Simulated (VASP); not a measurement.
# Hf3Rh (Pm-3m) in VASP: single point with PBE

Aim: the single point of Hf3Rh with PBE.

All numbers are computed with VASP 6.6.1; they aren't measurements. Logs are shortened: lines on timing, memory, paths and dates and some standing lists are left out, and cuts for length are marked.

## (1) The cell of the first run

The structure is cubic, space group Pm-3m (No. 221). The conventional cell has a = 4.446 Å, b = 4.446 Å, c = 4.446 Å, α = 90.00°, β = 90.00°, γ = 90.00°. Hf (site symmetry 4/mmm) has 8 Hf at 3.14 Å and 4 Rh at 3.14 Å within 4.1 Å. Within 4.1 Å of Rh (site symmetry m-3m) lie 12 Hf at 3.14 Å.

## (2) Single point, PBE

The input, POSCAR:

```
Hf3Rh
1.0
    4.4459620000      0.0000000000      0.0000000000
    0.0000000000      4.4459620000      0.0000000000
    0.0000000000      0.0000000000      4.4459620000
Hf Rh
3 1
Direct
    0.0000000000      0.5000000000      0.5000000000
    0.5000000000      0.0000000000      0.5000000000
    0.5000000000      0.5000000000      0.0000000000
    0.0000000000      0.0000000000      0.0000000000
```

The input, INCAR.step1:

```
SYSTEM = Hf3Rh
ALGO = Normal
EDIFF = 1E-6
ENCUT = 400
GGA = PE
GGA_COMPAT = .FALSE.
ISIF = 2
ISMEAR = -1
LASPH = .TRUE.
LCHARG = .TRUE.
LMAXMIX = 4
LORBIT = 11
LREAL = .FALSE.
LWAVE = .FALSE.
NBANDS = 30
NEDOS = 2001
NELM = 120
PREC = Accurate
SIGMA = 0.1
```

The input, KPOINTS.step1:

```
k-points
0
G
  8 8 8
  0 0 0
```

The input, INCAR.step2:

```
SYSTEM = Hf3Rh
ALGO = Normal
EDIFF = 1E-6
ENCUT = 400
GGA = PE
GGA_COMPAT = .FALSE.
ICHARG = 11
ISIF = 2
ISMEAR = -5
LASPH = .TRUE.
LCHARG = .FALSE.
LMAXMIX = 4
LORBIT = 11
LREAL = .FALSE.
LWAVE = .FALSE.
NEDOS = 1001
NELM = 120
PREC = Accurate
SIGMA = 0.1
```

The input, KPOINTS.step2:

```
k-points
0
G
  12 12 12
  0 0 0
```

Potentials or basis: VASP PAW PBE potentials, release 64 (Hf_pv, Rh_pv).

Run with:

```console
> cat potpaw_PBE.64/Hf_pv/POTCAR potpaw_PBE.64/Rh_pv/POTCAR > POTCAR
> cp INCAR.step1 INCAR
> cp KPOINTS.step1 KPOINTS
> mpirun -np 1 vasp_std > vasp.out
> cp INCAR.step2 INCAR
> cp KPOINTS.step2 KPOINTS
> mpirun -np 1 vasp_std > vasp.out
```

OUTCAR:

```text
SYSTEM = Hf3Rh
   EDIFF = 1E-6
   ENCUT = 400
   GGA = PE
   ICHARG = 11
   ISIF = 2
   ISMEAR = -5
   LASPH = .TRUE.
   LORBIT = 11
   LREAL = .FALSE.
   NELM = 120
   PREC = Accurate

 ion  position               nearest neighbor table
   1  0.000  0.500  0.500-   2 3.14   3 3.14   4 3.14   3 3.14   4 3.14   2 3.14   4 3.14   4 3.14
                             2 3.14   3 3.14   3 3.14   2 3.14
   2  0.500  0.000  0.500-   1 3.14   3 3.14   4 3.14   3 3.14   4 3.14   1 3.14   3 3.14   3 3.14
                             1 3.14   4 3.14   4 3.14   1 3.14
   3  0.500  0.500  0.000-   1 3.14   2 3.14   4 3.14   1 3.14   2 3.14   2 3.14   4 3.14   2 3.14
                             1 3.14   4 3.14   1 3.14   4 3.14
   4  0.000  0.000  0.000-   1 3.14   2 3.14   3 3.14   1 3.14   2 3.14   1 3.14   3 3.14   1 3.14
                             2 3.14   3 3.14   2 3.14   3 3.14

  LATTYP: Found a simple cubic cell.
 ALAT       =     4.4459620000

  Lattice vectors:

 A1 = (   4.4459620000,   0.0000000000,   0.0000000000)
 A2 = (   0.0000000000,   4.4459620000,   0.0000000000)
 A3 = (   0.0000000000,   0.0000000000,   4.4459620000)

Analysis of symmetry for initial positions (statically):
=====================================================================
 Subroutine PRICEL returns:
 Original cell was already a primitive cell.

 Routine SETGRP: Setting up the symmetry group for a
 simple cubic supercell.

 Subroutine GETGRP returns: Found 48 space group operations
 (whereof 48 operations were pure point group operations)
 out of a pool of 48 trial point group operations.

The static configuration has the point symmetry O_h .

Analysis of symmetry for dynamics (positions and initial velocities):
=====================================================================
 Subroutine PRICEL returns:
 Original cell was already a primitive cell.

 Routine SETGRP: Setting up the symmetry group for a
 simple cubic supercell.

 Subroutine GETGRP returns: Found 48 space group operations
 (whereof 48 operations were pure point group operations)
 out of a pool of 48 trial point group operations.

The dynamic configuration has the point symmetry O_h .

 Subroutine INISYM returns: Found 48 space group operations
 (whereof 48 operations are pure point group operations),
 and found     1 'primitive' translations

----------------------------------------------------------------------------------------

                                     Primitive cell

  volume of cell :      87.8815

  direct lattice vectors                    reciprocal lattice vectors
     4.445962000  0.000000000  0.000000000     0.224923200  0.000000000  0.000000000
     0.000000000  4.445962000  0.000000000     0.000000000  0.224923200  0.000000000
     0.000000000  0.000000000  4.445962000     0.000000000  0.000000000  0.224923200

  length of vectors
     4.445962000  4.445962000  4.445962000     0.224923200  0.224923200  0.224923200

  position of ions in fractional coordinates (direct lattice)
     0.000000000  0.500000000  0.500000000
     0.500000000  0.000000000  0.500000000
     0.500000000  0.500000000  0.000000000
     0.000000000  0.000000000  0.000000000

  ion indices of the primitive-cell ions
   primitive index   ion index
                 1           1
                 2           2
                 3           3
                 4           4

----------------------------------------------------------------------------------------

 KPOINTS: k-points

Automatic generation of k-mesh.
 Grid dimensions read from file:
 generate k-points for:   12   12   12

 Generating k-lattice:

  Cartesian coordinates                     Fractional coordinates (reciprocal lattice)
     0.018743600  0.000000000  0.000000000     0.083333333  0.000000000  0.000000000
     0.000000000  0.018743600  0.000000000     0.000000000  0.083333333  0.000000000
     0.000000000  0.000000000  0.018743600     0.000000000  0.000000000  0.083333333

  Length of vectors
     0.018743600  0.018743600  0.018743600

  Shift w.r.t. Gamma in fractional coordinates (k-lattice)
     0.000000000  0.000000000  0.000000000

 TETIRR: Found    854 inequivalent tetrahedra from    10368

 Subroutine IBZKPT returns following result:
 ===========================================

 Found     84 irreducible k-points:

 Following reciprocal coordinates:
            Coordinates               Weight
  0.000000  0.000000  0.000000      1.000000
  0.083333  0.000000  0.000000      6.000000
  0.166667  0.000000  0.000000      6.000000
  0.250000  0.000000  0.000000      6.000000
  0.333333  0.000000  0.000000      6.000000
  0.416667  0.000000  0.000000      6.000000
[... 16 lines left out ...]
  0.333333  0.333333  0.000000     12.000000
  0.416667  0.333333  0.000000     24.000000
 [... further k-points ...]
   k-points           NKPTS =     84   k-points in BZ     NKDIM =     84   number of bands    NBANDS=     27
   number of dos      NEDOS =   1001   number of ions     NIONS =      4
   total plane-waves  NPLWV =  27000
   dimension x,y,z NGX =    30 NGY =   30 NGZ =   30
   dimension x,y,z NGXF=    60 NGYF=   60 NGZF=   60
   ions per type =               3   1
   NGX,Y,Z   is equivalent  to a cutoff of  11.22, 11.22, 11.22 a.u.
   NGXF,Y,Z  is equivalent  to a cutoff of  22.44, 22.44, 22.44 a.u.
 SYSTEM =  Hf3Rh
   PREC   = accura    normal or accurate (medium, high low for compatibility)
   ISTART =      0    job   : 0-new  1-cont  2-samecut
   ICHARG =     11    charge: 1-file 2-atom 10-const
   ISPIN  =      1    spin polarized calculation?
   LNONCOLLINEAR =      F non collinear calculations
   LSORBIT =      F    spin-orbit coupling
   LASPH  =      T    aspherical Exc in radial PAW
   ENCUT  =  400.0 eV  29.40 Ry    5.42 a.u.   7.25  7.25  7.25*2*pi/ulx,y,z
   NELM   =    120;   NELMIN=  2; NELMDL=  0     # of ELM steps
   EDIFF  = 0.1E-05   stopping-criterion for ELM
   LREAL  =      F    real-space projection
[... 7 lines left out ...]
   TEBEG  =    0.0;   TEEND  =   0.0 temperature during run
   PSTRESS=    0.0 pullay stress
   NELECT =      45.0000    total number of electrons
   NUPDOWN=      -1.0000    fix difference up-down
   EMIN   =  10.00;   EMAX   =-10.00  energy-range for DOS
   EFERMI =   0.00;   METHOD = LEGACY
   ISMEAR =    -5;   SIGMA  =   0.10  broadening in eV -4-tet -1-fermi 0-gaus
   EFERMI_NEDOS =   21; number of points for ismear=-14 and -15
   IALGO  =     38    algorithm
   IMIX   =      4    mixing-type and parameters
     AMIX     =   0.40;   BMIX     =  1.00
     AMIX_MAG =   1.60;   BMIX_MAG =  1.00
  volume/ion in A,a.u.               =      21.97       148.26
  Fermi-wavevector in a.u.,A,eV,Ry     =   1.309724  2.475020 23.339135  1.715378
  Thomas-Fermi vector in A             =   2.440304
   LORBIT       =     11    0 simple, 1 ext, 2 COOP (PROOUT), +10 PAW based schemes
   GGA     = PE    functional components
   LHFCALC =     F    Hartree Fock is set to
   AEXX    =    0.0000 exact exchange contribution
   IVDW    =     0    specifies the selected vdW correction
   LEPSILON=     F    determine dielectric tensor
   LRPA    =     F    only Hartree local field effects (RPA)
 non-spin polarized calculation
 Fermi weights with tetrahedron method with Bloechl corrections
  energy-cutoff  :      400.00
  volume of cell :       87.88
 maximum number of plane-waves:      1628
 NGX is ok and might be reduce to    30

 number of electron      44.9999987 magnetization

 Free energy of the ion-electron system (eV)
  ---------------------------------------------------
  ext. energy  EPLUGINS =         0.00000000
  ---------------------------------------------------
  free energy    TOTEN  =       -37.43639021 eV

  energy without entropy =      -37.43639021  energy(sigma->0) =      -37.43639021

 E-fermi :   5.1754     XC(G=0): -11.3505

 val. band max:        5.3023384458   @ k =   0.1667   0.1667   0.1667
 cond. band min:       5.1419225979   @ k =   0.5000   0.5000   0.0000
 fundamental gap:     -0.1604158479
 Fermi energy:         5.1753653218

 k-point     1 :       0.0000    0.0000    0.0000
  band No.  band energies     occupation
      1     -40.7651      2.00000
      2     -40.7651      2.00000
      3     -40.7651      2.00000
      4     -25.7735      2.00000
      5     -25.7735      2.00000
      6     -25.7735      2.00000
[... 19 lines left out ...]
     26       7.6021      0.00000
     27       7.6021      0.00000

 k-point     2 :       0.0833    0.0000    0.0000
  band No.  band energies     occupation
      1     -40.7653      2.00000
      2     -40.7651      2.00000
      3     -40.7651      2.00000
      4     -25.7682      2.00000
      5     -25.7682      2.00000
      6     -25.7654      2.00000
[... 19 lines left out ...]
     26       7.3862      0.00000
     27       7.4958      0.00000

 k-point     3 :       0.1667    0.0000    0.0000
  band No.  band energies     occupation
      1     -40.7655      2.00000
      2     -40.7651      2.00000
      3     -40.7651      2.00000
      4     -25.7529      2.00000
      5     -25.7529      2.00000
      6     -25.7415      2.00000
[... 19 lines left out ...]
     26       6.9586      0.00000
     27       7.2558      0.00000

 k-point     4 :       0.2500    0.0000    0.0000
  band No.  band energies     occupation
      1     -40.7656      2.00000
      2     -40.7653      2.00000
      3     -40.7653      2.00000
      4     -25.7299      2.00000
      5     -25.7299      2.00000
      6     -25.7030      2.00000
[... 19 lines left out ...]
     26       6.5868      0.00000
     27       6.9891      0.00000
[... 516 lines left out ...]
      4     -25.6864      2.00000
      5     -25.6811      2.00000
      6     -25.6144      2.00000
[... 19 lines left out ...]
     26       6.6410      0.00000
     27       7.4333      0.00000

 k-point    23 :       0.3333    0.3333    0.0000
  band No.  band energies     occupation
      1     -40.7659      2.00000
      2     -40.7657      2.00000
      3     -40.7652      2.00000
      4     -25.7419      2.00000
      5     -25.6349      2.00000
      6     -25.6214      2.00000
[... 19 lines left out ...]
     26       6.1818      0.00000
     27       7.5438      0.00000

 k-point    24 :       0.4167    0.3333    0.0000
  band No.  band energies     occupation
      1     -40.7658      2.00000
      2     -40.7657      2.00000
      3     -40.7651      2.00000
      4     -25.7311      2.00000
      5     -25.6714      2.00000
      6     -25.5903      2.00000
[... 19 lines left out ...]
     26       6.4924      0.00000
     27       7.4754      0.00000

 [... further k-points ...]
[... 5 lines left out ...]
  --------------------------------------------------------------------------------------
  -------------------------------------------------------------------------------------
  Total       -6.4076453     -6.4076453     -6.4076453      0.0000000     -0.0000000     -0.0000000
  in kB     -116.8185487   -116.8185487   -116.8185487      0.0000000     -0.0000000     -0.0000000
  external PRESSURE =    -116.8185487 kB  Pullay stress =       0.0000000 kB

 VOLUME and BASIS-vectors are now :
 -----------------------------------------------------------------------------
  energy-cutoff  :      400.00
  volume of cell :       87.88
      direct lattice vectors                 reciprocal lattice vectors
     4.445962000  0.000000000  0.000000000     0.224923200  0.000000000  0.000000000
     0.000000000  4.445962000  0.000000000     0.000000000  0.224923200  0.000000000
     0.000000000  0.000000000  4.445962000     0.000000000  0.000000000  0.224923200

 POSITION                                       TOTAL-FORCE (eV/Angst)
 -----------------------------------------------------------------------------------
      0.00000      2.22298      2.22298         0.000000      0.000000      0.000000
      2.22298      0.00000      2.22298         0.000000      0.000000      0.000000
      2.22298      2.22298      0.00000         0.000000      0.000000      0.000000
      0.00000      0.00000      0.00000         0.000000      0.000000      0.000000
 -----------------------------------------------------------------------------------
    total drift:                                0.000000      0.000000     -0.000000

  FREE ENERGIE OF THE ION-ELECTRON SYSTEM (eV)
  ---------------------------------------------------
  free  energy   TOTEN  =       -37.4363902096 eV

  energy  without entropy=      -37.4363902096  energy(sigma->0) =      -37.43639021

 total charge

# of ion       s       p       d       tot
------------------------------------------
    1        0.378   6.352   1.460   8.189
    2        0.378   6.352   1.460   8.189
    3        0.378   6.352   1.460   8.189
    4        0.378   6.204   7.038  13.620
--------------------------------------------------
tot          1.511  25.259  11.419  38.188
```

Run time: 1.9 min. Hardware: 1 thread of AMD EPYC 7R13, shared host; peak memory 0.24 GiB.

Results:

| Property | Result |
| --- | --- |
| Valence electrons inside the program's atomic spheres | Hf 8.19; Rh 13.62 |

Levels at points of the mesh, in eV from the Fermi level:
| k point | band 19 | band 20 | band 21 | band 22 | band 23 | band 24 | band 25 | band 26 | band 27 |
| --- | --- | --- | --- | --- | --- | --- | --- | --- | --- |
| (0.00, 0.00, 0.00) | -2.84 | -0.06 | -0.06 | -0.06 | 1.04 | 1.04 | 2.43 | 2.43 | 2.43 |
| (0.50, 0.00, 0.00) | -1.87 | -1.35 | -0.78 | -0.50 | -0.50 | 1.33 | 1.33 | 1.52 | 1.92 |
| (0.50, 0.50, 0.00) | -1.97 | -1.39 | -1.13 | -0.53 | -0.35 | -0.03 | -0.03 | 1.75 | 1.75 |
| (0.50, 0.50, 0.50) | -0.58 | -0.58 | -0.58 | 0.51 | 0.51 | 0.51 | 0.67 | 1.15 | 1.15 |

Caveat: spin-orbit coupling is left out, which moves the levels of the heavy elements.
